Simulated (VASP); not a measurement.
Input of a VASP 6.6.1 run:

INCAR

```
SYSTEM = SnSe
ALGO = Normal
EDIFF = 1E-7
ENCUT = 520
GGA = PE
ISIF = 2
ISMEAR = 0
IVDW = 12
LASPH = .True.
LCHARG = .False.
LREAL = .False.
LWAVE = .False.
NBANDS = 28
NELM = 60
PREC = Accurate
SIGMA = 0.02
```

File KPOINTS:

```
k-points
0
Gamma
  12 12 4
  0 0 0
```

The input POSCAR:

```
SnSe
1.0
    3.9211211218      0.0000000000      0.0000000000
   -1.9605605609      3.3957905028      0.0000000000
    0.0000000000      0.0000000000     11.0324930241
Sn Se
2 2
Direct
    0.0000000000      0.0000000000      0.1903648171
    0.0000000000      0.0000000000      0.8096351829
    0.3333333333      0.6666666667      0.3317319837
    0.3333333333      0.6666666667      0.6682680163
```

Potentials or basis: VASP PAW PBE potentials, release 64 (Sn_d, Se).

Run with:

```console
$ cat potpaw_PBE.64/Sn_d/POTCAR potpaw_PBE.64/Se/POTCAR > POTCAR
$ mpirun -np 1 vasp_std > vasp.out
```

Task: What does it give for the largest force?

Result: 0.028 eV/Å.

Task: Predict the pressure.

Result: 0.0 GPa.

Task: What does it give for the band gap on the k mesh?

Result: 0.84 eV (least direct gap 1.13 eV).

Forces on the atoms (eV/Å):
```
Sn   0.000  0.000 -0.027
Sn   0.000  0.000  0.027
Se   0.000  0.000  0.028
Se   0.000  0.000 -0.028
```

Caveat: spin-orbit coupling is left out, which moves the levels of the heavy elements. A k mesh can miss the band edges.
